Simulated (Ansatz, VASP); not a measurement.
## Nb in VASP and in Ansatz

```
CELL_PARAMETERS angstrom
-1.65097 1.65097 1.65097
1.65097 -1.65097 1.65097
1.65097 1.65097 -1.65097
ATOMIC_POSITIONS crystal
Nb 0.00000 0.00000 0.00000
```

Alike in both runs: functional r2SCAN; k mesh 23 × 23 × 23; no spin polarisation.

Ansatz relaxed the structure, and its values are those at the end. VASP's run is a single point on that final structure, the one shown.

|  | VASP | Ansatz |
| --- | --- | --- |
| version | VASP 6.6.1 | Ansatz 0.2.0 |
| potentials or method | VASP PAW PBE potentials, release 64 (Nb_sv) | plane-wave PAW, scalar-relativistic |
| plane-wave cutoff (eV) | 520 | 500 |
| occupations | methfessel-paxton of order 1, width 0.1 eV | cold, width 0.1 eV |
| valence electrons in the cell | 13 | 13 |

|  | VASP | Ansatz | Ansatz less VASP |
| --- | --- | --- | --- |
| pressure (GPa) | -0.2 | 0.0 | +0.20 |

VASP's potentials were made for PBE, not for r2SCAN.
